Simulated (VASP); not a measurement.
Write the native input for VASP 6.6.1 that does the following.

```yaml
Task: single point
Functional: PBEsol
Potentials_or_basis: VASP PAW PBE potentials, release 64 (Te)
Cutoff: 520 eV
k_mesh: 7 × 7 × 5
Occupations: fermi-dirac, width 0.05 eV
Spin: no spin polarisation
Dipole_correction: no
Further_INCAR_settings: ALGO = Normal; EDIFF = 1e-07; NBANDS = 16
```

The structure of Te lies in POSCAR:

```
Te
1.0
    4.3230898514      0.0000000000      0.0000000000
   -2.1615449257      3.7439056342      0.0000000000
    0.0000000000      0.0000000000      5.9477058894
Te
3
Direct
    0.7163554517      0.7163554517      0.0000000000
    0.0000000000      0.2836445483      0.6666666667
    0.2836445483      0.0000000000      0.3333333333
```

One way to write it, as run:

INCAR

```
SYSTEM = Te
ALGO     = Normal         ! electronic algorithm
EDIFF    = 1E-7           ! SCF threshold, eV
ENCUT    = 520            ! plane-wave cutoff, eV
GGA      = PS             ! functional
ISIF     = 2              ! what is computed and relaxed
ISMEAR   = -1             ! smearing method
LASPH    = .True.         ! aspherical terms in the spheres
LCHARG   = .False.        ! write CHGCAR
LREAL    = .False.        ! projectors in reciprocal space
LWAVE    = .False.        ! write WAVECAR
NBANDS   = 16             ! bands
NELM     = 100            ! most SCF steps
PREC     = Accurate       ! precision mode
SIGMA    = 0.05           ! smearing width, eV
```

KPOINTS

```
k-points
0
Gamma
  7 7 5
  0 0 0
```

Potentials or basis: VASP PAW PBE potentials, release 64 (Te).

Run with:

```sh
$ cat potpaw_PBE.64/Te/POTCAR > POTCAR
$ mpirun -np 1 vasp_std > vasp.out
```

It gave:

```json
{"Pressure": "0.1 GPa", "Largest force": "0.016 eV/Å", "Band gap on the k mesh": "0.46 eV, indirect (least direct gap 0.62 eV)"}
```

Caveat: the PAW data sets were made with another functional, which shifts forces and pressure a little; spin-orbit coupling is left out, which moves the levels of the heavy elements.

It took 35 s on 1 thread of Intel(R) Xeon(R) Platinum 8488C (Sapphire Rapids), with other jobs on the host, peak memory 0.22 GiB.
